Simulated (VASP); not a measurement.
Write the native input for VASP 6.6.1 that does the following.

```
Task                   : single point
Functional             : r2SCAN
Potentials or basis    : VASP PAW PBE potentials, release 64 (Li_sv, F)
Cutoff                 : 520 eV
k mesh                 : 10 × 10 × 10
Occupations            : gaussian, width 0.01 eV
Spin                   : no spin polarisation
Dipole correction      : no
Further INCAR settings : ALGO = Normal; EDIFF = 1e-06; NBANDS = 12
```

The system is LiF.

```xyz
2
Lattice="0.0268 2.1446 2.1446 2.1446 0.0268 2.1446 2.1714 2.1714 0.0000" Properties=species:S:1:pos:R:3 pbc="T T T"
Li    0.0000    0.0000    0.0104
F     1.0857    1.0857    1.0619
```

This cell differs from its parent crystal: shear xy strain +2.5%.

The input as run:

POSCAR

```
LiF
1.0
    0.0268076318      2.1446105472      2.1446105472
    2.1446105472      0.0268076318      2.1446105472
    2.1714181791      2.1714181791      0.0000000001
Li F
1 1
Direct
    0.0024338183      0.0024338183     -0.0024338183
    0.2475661817      0.2475661817      0.2524338183
```

INCAR.step1

```
  ALGO = Normal
  EDIFF = 1E-4
  ENCUT = 520
  GGA = PE
  ISMEAR = 0
  LASPH = True
  LCHARG = False
  LREAL = False
  LWAVE = True
  NBANDS = 12
  NELM = 100
  PREC = Accurate
  SIGMA = 0.01
```

INCAR.step2

```
  ALGO = Normal
  EDIFF = 1E-6
  ENCUT = 520
  ISIF = 2
  ISMEAR = 0
  ISTART = 1
  LASPH = True
  LCHARG = False
  LMIXTAU = True
  LREAL = False
  LWAVE = False
  METAGGA = R2SCAN
  NBANDS = 12
  NELM = 100
  PREC = Accurate
  SIGMA = 0.01
```

KPOINTS

```
k-points
0
Gamma
  10 10 10
```

Potentials or basis: VASP PAW PBE potentials, release 64 (Li_sv, F).

Run with:

```bash
$ cat potpaw_PBE.64/Li_sv/POTCAR potpaw_PBE.64/F/POTCAR > POTCAR
$ cp INCAR.step1 INCAR
$ mpirun -np 1 vasp_std > vasp.out
$ cp INCAR.step2 INCAR
$ mpirun -np 1 vasp_std > vasp.out
```

It gave:

```json
{
  "Largest force": "0.029 eV/Å",
  "Band gap on the k mesh": "8.71 eV"
}
```

Caveat: the cell differs from its parent crystal (shear xy strain +2.5%); the structure was generated, so it needn't be the stable form of LiF; the PAW data sets were made with another functional, which shifts forces and pressure a little.

Run time: 3 min on 1 thread of Intel Xeon 8259CL (shared host), peak memory 0.16 GiB.
